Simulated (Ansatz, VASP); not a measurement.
# Two plane-wave programs on ZrC

Contents of POSCAR:

```
ZrC
1.0
    3.3914762718      0.0000000000      0.0000000000
   -1.6957381359      2.9371046077      0.0000000000
    0.0000000000      0.0000000000      5.2900530000
Zr C
2 2
Direct
    0.6666666667      0.3333333333      0.7500000000
    0.3333333333      0.6666666667      0.2500000000
    0.0000000000      0.0000000000      0.5000000000
    0.0000000000      0.0000000000      0.0000000000
```

File INCAR.step1:

```
  ALGO = Normal
  EDIFF = 1E-5
  ENCUT = 520
  GGA = PE
  ISIF = 2
  ISMEAR = -1
  LASPH = True
  LCHARG = False
  LREAL = False
  LWAVE = True
  NBANDS = 24
  NELM = 60
  PREC = Accurate
  SIGMA = 0.05
```

File INCAR.step2:

```
  AEXX = 0.25
  ALGO = Normal
  EDIFF = 1E-6
  ENCUT = 520
  ISIF = 2
  ISMEAR = -1
  ISTART = 1
  LASPH = True
  LCHARG = False
  LHFCALC = True
  LMIXTAU = True
  LREAL = False
  LWAVE = False
  METAGGA = R2SCAN
  NBANDS = 24
  NELM = 60
  PREC = Accurate
  PRECFOCK = Normal
  SIGMA = 0.05
```

File KPOINTS:

```
k-points
0
Gamma
  5 5 3
```

The input input.yaml:

```yaml
crystal:
  lattice:
    - [3.3914762718, 0.0, 0.0]
    - [-1.6957381359, 2.9371046077, 0.0]
    - [0.0, 0.0, 5.290053]
  atoms:
    - { symbol: Zr, position: [0.6666666667, 0.3333333333, 0.75] }
    - { symbol: Zr, position: [0.3333333333, 0.6666666667, 0.25] }
    - { symbol: C, position: [0.0, 0.0, 0.5] }
    - { symbol: C, position: [0.0, 0.0, 0.0] }
hamiltonian:
  xc: { exchange: r2scan, correlation: r2scan, exx: { coeff: 0.25 } }
  pseudopotentials: { kind: paw }
kpoints:
  mp_grid: { grid: [5, 5, 3] }
scf:
  occupations: { method: fermi_dirac, width: 0.05 }
output:
  forces: true
  stress: true
  eigenvalues: true
```

Alike in both runs: task single point; functional r2SCAN-based global hybrid; k mesh 5 × 5 × 3; occupations fermi-dirac, width 0.05 eV; no spin polarisation.

|  | VASP | Ansatz |
| --- | --- | --- |
| version | VASP 6.6.1 | Ansatz 0.2.0 |
| potentials or method | VASP PAW PBE potentials, release 64 (Zr_sv, C) | Ansatz PAW |
| plane-wave cutoff (eV) | 520 | 500 |
| valence electrons in the cell | 32 | 32 |

VASP gave:

- gap on the k mesh at the Fermi level (eV): none
- pressure (GPa): -5.1
- traceless stress, the component that is largest in VASP (GPa): 1.62

Problem. Estimate Ansatz's values.

Solution. gap on the k mesh at the Fermi level (eV): none; pressure (GPa): -5.3; traceless stress, the component that is largest in VASP (GPa): 1.62.

VASP's potentials were made for PBE, not for r2SCAN-based global hybrid. A gap of «none» marks a metal or a gap that the smearing closes.

The k mesh is coarse, so the values compare programs but aren't converged.
